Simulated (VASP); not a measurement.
Set up this calculation in VASP 6.6.1, as the native input.

| Item | Value |
| --- | --- |
| Task | relaxation of cell and atoms |
| Functional | PBEsol |
| Potentials or basis | VASP PAW PBE potentials, release 64 (C) |
| Cutoff | 600 eV |
| k mesh | 13 × 13 × 13 |
| Occupations | fermi-dirac, width 0.05 eV |
| Spin | no spin polarisation |
| Target pressure | 20 GPa |
| Dipole correction | no |
| Further INCAR settings | ALGO = Normal; EDIFF = 1e-06; IBRION = 2; EDIFFG = -0.01; NSW = 60; ISIF = 3 |

The structure of C lies in POSCAR:

```
C
1.0
    0.0000000000      1.7833700000      1.7833700000
    1.7833700000      0.0000000000      1.7833700000
    1.7833700000      1.7833700000      0.0000000000
C
2
Direct
    0.7500000000      0.7500000000      0.7500000000
    0.5000000000      0.5000000000      0.5000000000
```

One way to write it, as run:

INCAR

```
  ALGO = Normal
  EDIFF = 1E-6
  EDIFFG = -0.01
  ENCUT = 600
  GGA = PS
  IBRION = 2
  ISIF = 3
  ISMEAR = -1
  LASPH = T
  LCHARG = F
  LREAL = F
  LWAVE = F
  NELM = 100
  NSW = 60
  PREC = Accurate
  PSTRESS = 200.0
  SIGMA = 0.05
```

KPOINTS

```
k-points
0
Gamma
  13 13 13
```

Potentials or basis: VASP PAW PBE potentials, release 64 (C).

Launch:

```console
$ cat potpaw_PBE.64/C/POTCAR > POTCAR
$ mpirun -np 1 vasp_std > vasp.out
```

Results of the run:

```
Relaxed volume                                         : 5.39 Å³/atom
Relaxed cell                                           : a = 2.479 Å, b = 2.479 Å, c = 2.479 Å, α = 60.00°, β = 60.00°, γ = 60.00°
Space group after relaxing (to 0.05 Å)                 : Fd-3m (No. 227)
Energy change on relaxing (the enthalpy is what falls) : +12.9 meV/atom
Ionic steps                                            : 4
Pressure after relaxing                                : 20.0 GPa
Band gap on the k mesh                                 : 4.13 eV, indirect (least direct gap 5.68 eV)
```

Caveat: the cell is relaxed towards a set pressure, so the enthalpy falls and the energy may rise; the PAW data sets were made with another functional, which shifts forces and pressure a little.

Run time: 9.6 s on 1 thread of AMD EPYC 9R45 96-Core Processor (Zen 5) (shared host), peak memory 0.09 GiB.
